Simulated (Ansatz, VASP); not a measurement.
Be: VASP beside Ansatz

Contents of INCAR:

```
SYSTEM = Be
ALGO = Normal
EDIFF = 1E-6
ENCUT = 520
GGA = PS
ISIF = 2
ISMEAR = 0
LASPH = .TRUE.
LCHARG = .TRUE.
LELF = .TRUE.
LREAL = .FALSE.
LVHAR = .TRUE.
LWAVE = .FALSE.
NBANDS = 18
NELM = 60
PREC = Accurate
SIGMA = 0.1
```

Contents of KPOINTS:

```
k-points
0
G
  6 6 4
  0 0 0
```

File POSCAR:

```
Be
1.0
   -3.6098545302      0.0000000000      0.0000000000
    0.0000000000      0.0000000000     -3.6473080118
    0.0000000000     -6.2524514542      0.0000000000
Be
8
Direct
    0.0000000000      0.7500000000      1.0000000000
    0.5000000000      0.7500000000      0.5000000000
    0.0000000000      0.2500000000      1.0000000000
    0.5000000000      0.2500000000      0.5000000000
    0.0000000000      0.2500000000      0.6666666667
    0.5000000000      0.2500000000      0.1666666667
    0.5000000000      0.7500000000      0.8333333333
    1.0000000000      0.7500000000      0.3333333333
```

Input for Ansatz:

```yaml
crystal:
  lattice:
    - [-3.6098545302, 0.0, 0.0]
    - [0.0, 0.0, -3.6473080118]
    - [0.0, -6.2524514542, 0.0]
  atoms:
    - { symbol: Be, position: [0.0, 0.75, 1.0] }
    - { symbol: Be, position: [0.5, 0.75, 0.5] }
    - { symbol: Be, position: [0.0, 0.25, 1.0] }
    - { symbol: Be, position: [0.5, 0.25, 0.5] }
    - { symbol: Be, position: [0.0, 0.25, 0.6666666667] }
    - { symbol: Be, position: [0.5, 0.25, 0.1666666667] }
    - { symbol: Be, position: [0.5, 0.75, 0.8333333333] }
    - { symbol: Be, position: [1.0, 0.75, 0.3333333333] }
basis:
  ecutwfc: 420
kpoints:
  mp_grid: { grid: [6, 6, 4] }
hamiltonian:
  xc: pbesol
scf:
  occupations: { method: gaussian, width: 0.1 }
output:
  forces: true
  stress: true
  eigenvalues: true
```

Alike in both runs: task single point; functional PBEsol; k mesh 6 × 6 × 4; occupations gaussian, width 0.1 eV; no spin polarisation.

|  | VASP | Ansatz |
| --- | --- | --- |
| version | VASP 6.6.1 | Ansatz 0.2.0 |
| potentials or method | VASP PAW PBE potentials, release 64 (Be), cutoff 520 eV | scalar-relativistic, plane waves, PAW |
| valence electrons in the cell | 16 | 16 |

|  | VASP | Ansatz | Ansatz less VASP |
| --- | --- | --- | --- |
| gap on the k mesh at the Fermi level (eV) | none | none | - |
| pressure (GPa) | 0.3 | 0.1 | -0.21 |
| traceless stress, the component that is largest in VASP (GPa) | 0.79 | 0.79 | +0.003 |

VASP's potentials were made for PBE, not for PBEsol. A gap of «none» marks a metal or a gap that the smearing closes.
